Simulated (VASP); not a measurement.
Set up this calculation in VASP 6.6.1, as the native input.

```
Task                   : single point
Functional             : r2SCAN
Potentials or basis    : VASP PAW PBE potentials, release 64 (Ge_d, Os)
Cutoff                 : 660 eV
k mesh                 : 10 × 10 × 7
Occupations            : fermi-dirac, width 0.1 eV
Spin                   : no spin polarisation
Dipole correction      : no
Further INCAR settings : ALGO = Normal; EDIFF = 1e-06; NBANDS = 30
```

Crystal: GeOs.

```
Ge Os
1.0
     1.86118    3.22365    0.00000
    -1.86118    3.22365    0.00000
     0.00000    0.00000    5.10678
Ge Os
2 2
Direct
  0.33330 0.33340 0.25000
  0.66660 0.66670 0.75000
  0.00000 0.00000 0.00000
  0.00000 0.00000 0.50000
```

One way to write it, as run:

POSCAR

```
GeOs
1.0
    1.8611750000      3.2236470000      0.0000000000
   -1.8611750000      3.2236470000      0.0000000000
    0.0000000000      0.0000000000      5.1067800000
Ge Os
2 2
Direct
    0.3333000000      0.3334000000      0.2500000000
    0.6666000000      0.6667000000      0.7500000000
    0.0000000000      0.0000000000      0.0000000000
    0.0000000000      0.0000000000      0.5000000000
```

INCAR.step1

```
PREC = Accurate
ENCUT = 660
ISMEAR = -1
SIGMA = 0.1
LREAL = F
LASPH = T
NELM = 120
NBANDS = 30
GGA = PE
ALGO = Normal
EDIFF = 1E-5
LWAVE = T
LCHARG = F
GGA_COMPAT = F
```

INCAR.step2

```
PREC = Accurate
ENCUT = 660
EDIFF = 1E-6
ISMEAR = -1
SIGMA = 0.1
LREAL = F
LASPH = T
NELM = 120
ALGO = Normal
ISIF = 2
LWAVE = F
LCHARG = F
METAGGA = R2SCAN
LMIXTAU = T
NBANDS = 30
ISTART = 1
GGA_COMPAT = F
```

KPOINTS

```
regular mesh
0
Gamma
  10 10 7
```

Potentials or basis: VASP PAW PBE potentials, release 64 (Ge_d, Os).

The run is started by

```bash
$ cat potpaw_PBE.64/Ge_d/POTCAR potpaw_PBE.64/Os/POTCAR > POTCAR
$ cp INCAR.step1 INCAR
$ mpirun -np 1 vasp_std > vasp.out
$ cp INCAR.step2 INCAR
$ mpirun -np 1 vasp_std > vasp.out
```

Results of the run:

| Property | Result |
| --- | --- |
| Pressure | 18.9 GPa |
| Band gap on the k mesh | zero (bands 22 and 23 overlap by 1.74 eV) |

Caveat: the cell stands under pressure; the PAW data sets were made with another functional, which shifts forces and pressure a little; spin-orbit coupling is left out, which moves the levels of the heavy elements.

Run time: 9.5 min on 1 thread of Intel(R) Xeon(R) Platinum 8488C (Sapphire Rapids), on a shared host, peak memory 0.43 GiB.
